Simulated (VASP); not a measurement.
A run of VASP 6.6.1 is set up as follows.

File INCAR:

```
SYSTEM = HfC
PREC     = Accurate       ! precision mode
ENCUT    = 520            ! plane-wave cutoff, eV
EDIFF    = 1E-6           ! SCF threshold, eV
ISMEAR   = 0              ! smearing method
SIGMA    = 0.1            ! smearing width, eV
LREAL    = .False.        ! projectors in reciprocal space
LASPH    = .True.         ! aspherical terms in the spheres
NELM     = 100            ! most SCF steps
ALGO     = Normal         ! electronic algorithm
ISIF     = 2              ! what is computed and relaxed
LWAVE    = .False.        ! write WAVECAR
LCHARG   = .True.         ! write CHGCAR
GGA      = PE             ! functional
LELF     = .True.         ! ELF
LVHAR    = .True.       
NBANDS   = 22             ! bands
```

File KPOINTS:

```
Automatic mesh
0
Gamma
  12 12 8
  0 0 0
```

POSCAR

```
HfC
1.0
    3.1963482340      0.2005719632      0.0000000000
   -1.4244737015      2.8683988680      0.0000000000
    0.0000000000      0.0000000000      5.5224207753
Hf C
2 2
Direct
    0.5737281315      0.2891199665      0.7500000000
    0.2891199665      0.5737281315      0.2500000000
    0.0685759510      0.0685759510      0.0000000000
    0.0685759510      0.0685759510      0.5000000000
```

Potentials or basis: VASP PAW PBE potentials, release 64 (Hf_pv, C).

Command:

```console
$ cat potpaw_PBE.64/Hf_pv/POTCAR potpaw_PBE.64/C/POTCAR > POTCAR
$ mpirun -np 1 vasp_std > vasp.out
```

(1) Predict the band gap on the k mesh.

(2) Estimate the largest force.

(3) Predict the pressure.

Answers

(1) zero (band 14 reaches 6.23 eV, above the bottom of band 15 at 5.36 eV).

(2) 5.038 eV/Å.

(3) 15.7 GPa.

Caveat: the cell differs from its parent crystal (strained and its atoms moved); spin-orbit coupling is left out, which moves the levels of the heavy elements; forces of over 1 eV/Å act on the atoms, so gaps and moduli don't describe the material at rest.
